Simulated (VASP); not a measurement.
Set up this calculation in VASP 6.6.1, as the native input.

- Task: relaxation of cell and atoms
- Functional: PBEsol
- Potentials or basis: VASP PAW PBE potentials, release 64 (Fe)
- Cutoff: 600 eV
- k mesh: 18 × 18 × 12
- Occupations: gaussian, width 0.1 eV
- Spin: no spin polarisation
- Dipole correction: no
- Further INCAR settings: ALGO = Fast; EDIFF = 1e-06; IBRION = 2; EDIFFG = -0.01; NSW = 80; ISIF = 3

The structure of Fe lies in POSCAR:

```
Fe
1.0
    2.4295156967      0.0000000000      0.0000000000
   -1.2147578483      2.1040223122      0.0000000000
    0.0000000000      0.0000000000      3.8394765837
Fe
2
Direct
    0.3333333333      0.6666666667      0.2500000000
    0.6666666667      0.3333333333      0.7500000000
```

This isn't the form of Fe at room conditions, which is bcc.

One way to write it, as run:

INCAR

```
SYSTEM = Fe
ALGO     = Fast           ! electronic algorithm
EDIFF    = 1E-6           ! SCF threshold, eV
EDIFFG   = -0.01          ! ionic threshold
ENCUT    = 600            ! plane-wave cutoff, eV
GGA      = PS             ! functional
IBRION   = 2              ! ionic algorithm
ISIF     = 3              ! what is computed and relaxed
ISMEAR   = 0              ! smearing method
LASPH    = .TRUE.         ! aspherical terms in the spheres
LCHARG   = .FALSE.        ! write CHGCAR
LREAL    = .FALSE.        ! projectors in reciprocal space
LWAVE    = .FALSE.        ! write WAVECAR
NELM     = 80             ! most SCF steps
NSW      = 80             ! ionic steps
PREC     = Accurate       ! precision mode
SIGMA    = 0.1            ! smearing width, eV
```

KPOINTS

```
k-points
0
G
  18 18 12
  0 0 0
```

Potentials or basis: VASP PAW PBE potentials, release 64 (Fe).

Run with:

```bash
$ cat potpaw_PBE.64/Fe/POTCAR > POTCAR
$ mpirun -np 1 vasp_std > vasp.out
```

Results of the run:

```yaml
Relaxed_volume: 9.80 Å³/atom
Relaxed_cell: a = 2.428 Å, b = 2.428 Å, c = 3.838 Å, α = 90.00°, β = 90.00°, γ = 120.00°
Space_group_after_relaxing_to_0.1_Å: P6_3/mmc (No. 194)
Energy_gained_by_relaxing: 0.0 meV/atom
Ionic_steps: 6
Pressure_after_relaxing: 0.0 GPa
Band_gap_on_the_k_mesh: zero (bands 8 and 9 overlap by 2.05 eV)
```

Caveat: the PAW data sets were made with another functional, which shifts forces and pressure a little; the run has no spin polarisation, though such a crystal can be magnetic.

Wall time 4.5 min on 1 thread of AMD EPYC 7R13, with other jobs on the host, peak memory 0.17 GiB.
